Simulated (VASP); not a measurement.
Input of a VASP 6.6.1 run:

Contents of INCAR:

```
SYSTEM = Rb
  ALGO = Normal
  EDIFF = 1E-6
  ENCUT = 520
  GGA = PE
  ISIF = 2
  ISMEAR = 0
  IVDW = 12
  LASPH = .True.
  LCHARG = .False.
  LREAL = .False.
  LWAVE = .False.
  NBANDS = 16
  NELM = 100
  PREC = Accurate
  SIGMA = 0.15
```

The input KPOINTS:

```
k-points
0
Gamma
  12 12 6
  0 0 0
```

POSCAR

```
Rb
1.0
    2.4061975185     -4.2110739487      0.0000000000
    2.4061975185      4.2110739487      0.0000000000
    0.0000000000      0.0000000000      7.8224155651
Rb
2
Direct
    0.8359965595      0.1640034405      0.7500000000
    0.1640034405      0.8359965595      0.2500000000
```

Potentials or basis: VASP PAW PBE potentials, release 64 (Rb_sv).

Command:

```console
$ cat potpaw_PBE.64/Rb_sv/POTCAR > POTCAR
$ mpirun -np 1 vasp_std > vasp.out
```

Task: Estimate the pressure.

Result: 0.3 GPa.

Task: Predict the band gap on the k mesh.

Result: Zero (band 9 reaches 1.40 eV, above the bottom of band 10 at -1.05 eV).

Task: What does it give for the dispersion energy per atom?

Result: -0.116 eV.

Caveat: pairwise dispersion overbinds metals, which lowers pressure and volume.
